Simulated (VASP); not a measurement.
Here is a VASP 6.6.1 calculation.

Contents of INCAR:

```
SYSTEM = Zr3Cd2
ALGO     = Fast           ! electronic algorithm
EDIFF    = 1E-7           ! SCF threshold, eV
ENCUT    = 520            ! plane-wave cutoff, eV
GGA      = PE             ! functional
ISIF     = 2              ! what is computed and relaxed
ISMEAR   = 0              ! smearing method
LASPH    = .TRUE.         ! aspherical terms in the spheres
LCHARG   = .FALSE.        ! write CHGCAR
LREAL    = .FALSE.        ! projectors in reciprocal space
LWAVE    = .FALSE.        ! write WAVECAR
NBANDS   = 38             ! bands
NELM     = 80             ! most SCF steps
PREC     = Accurate       ! precision mode
SIGMA    = 0.1            ! smearing width, eV
```

Contents of KPOINTS:

```
k-points
0
G
  8 6 6
  0 0 0
```

POSCAR

```
Zr3Cd2
1.0
    5.5945692788      0.0000000000      0.0000000000
    0.0000000000      5.2117889253      0.0000000000
    0.0000000000      0.0000000000      5.5960347616
Zr Cd
3 2
Direct
    0.0000000000      0.0000000000      0.5000000000
    0.5000000000      0.0000000000      0.0000000000
    0.0000000000      0.0000000000      0.0000000000
    0.5000000000      0.5000000000      0.5000000000
    0.5000000000      0.0000000000      0.5000000000
```

Potentials or basis: VASP PAW PBE potentials, release 64 (Zr_sv, Cd).

Launch:

```console
$ cat potpaw_PBE.64/Zr_sv/POTCAR potpaw_PBE.64/Cd/POTCAR > POTCAR
$ mpirun -np 1 vasp_std > vasp.out
```

Task: Predict the band gap on the k mesh.

Result: Zero (bands 30 and 31 overlap by 0.91 eV).

Task: What does it give for the pressure?

Result: 0.2 GPa.

Stress tensor (GPa, compression positive):
```
0.11 0.00 0.00
0.00 0.25 0.00
0.00 0.00 0.09
```
